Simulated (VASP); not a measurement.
A run of VASP 6.6.1:

INCAR

```
SYSTEM = KBr
PREC = Accurate
ENCUT = 520
EDIFF = 1E-6
ISMEAR = 0
SIGMA = 0.1
LREAL = .False.
LASPH = .True.
NELM = 60
ALGO = Normal
ISIF = 2
LWAVE = .False.
LCHARG = .True.
GGA = PE
LELF = .True.
LVHAR = .True.
NBANDS = 24
```

File KPOINTS:

```
Automatic mesh
0
Gamma
  4 4 2
  0 0 0
```

Contents of POSCAR:

```
KBr
1.0
   -2.6518804610     -4.5215242359      0.0796198985
    2.6114287621      1.4538345526      4.2791069694
   -7.9489256079      4.5181409330      0.0129899579
K Br
2 2
Direct
    0.3724726774      0.7468524635      0.1256824814
    0.8772443824      0.7477045754      0.6251427369
    0.5013359706      1.0005322508      0.4988953599
    0.9952168296      0.9974504303      0.9990360419
```

Potentials or basis: VASP PAW PBE potentials, release 64 (K_sv, Br).

Command:

```console
$ cat potpaw_PBE.64/K_sv/POTCAR potpaw_PBE.64/Br/POTCAR > POTCAR
$ mpirun -np 1 vasp_std > vasp.out
```

Hardware: 1 thread of Intel(R) Xeon(R) 6975P-C (Granite Rapids), with other jobs on the host.

Question: Estimate the wall time of this run.

Answer: It took 48 s on 1 thread of Intel(R) Xeon(R) 6975P-C (Granite Rapids), with other jobs on the host, peak memory 0.36 GiB. Counts: scf iterations 14, k points 20.
